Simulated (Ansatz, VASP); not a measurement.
## Te in VASP and in Ansatz

```
Te
1.0
     2.24957    1.29879    1.86724
    -2.24957    1.29879    1.86724
     0.00000   -2.59758    1.86724
Te
1
Cartesian
  0.0000 0.0000 2.8009
```

Alike in both runs: functional PBE; k mesh 15 × 15 × 15; occupations gaussian, width 0.1 eV; no spin polarisation.

Ansatz relaxed the structure, and its values are those at the end. VASP's run is a single point on that final structure, the one shown.

|  | VASP | Ansatz |
| --- | --- | --- |
| version | VASP 6.6.1 | Ansatz 0.2.0 |
| potentials or method | VASP PAW PBE potentials, release 64 (Te), cutoff 520 eV | scalar-relativistic, plane waves, PAW |
| valence electrons in the cell | 6 | 16 |

```tsv
	VASP	Ansatz	Ansatz less VASP
gap on the k mesh at the Fermi level (eV)	none	none	-
pressure (GPa)	-0.1	0.0	+0.05
```

A gap of «none» marks a metal or a gap that the smearing closes. VASP's potentials hold 6 valence electrons a cell and Ansatz's 16, so a difference there can come from the potentials and not from the codes.

Spin-orbit coupling is off throughout.
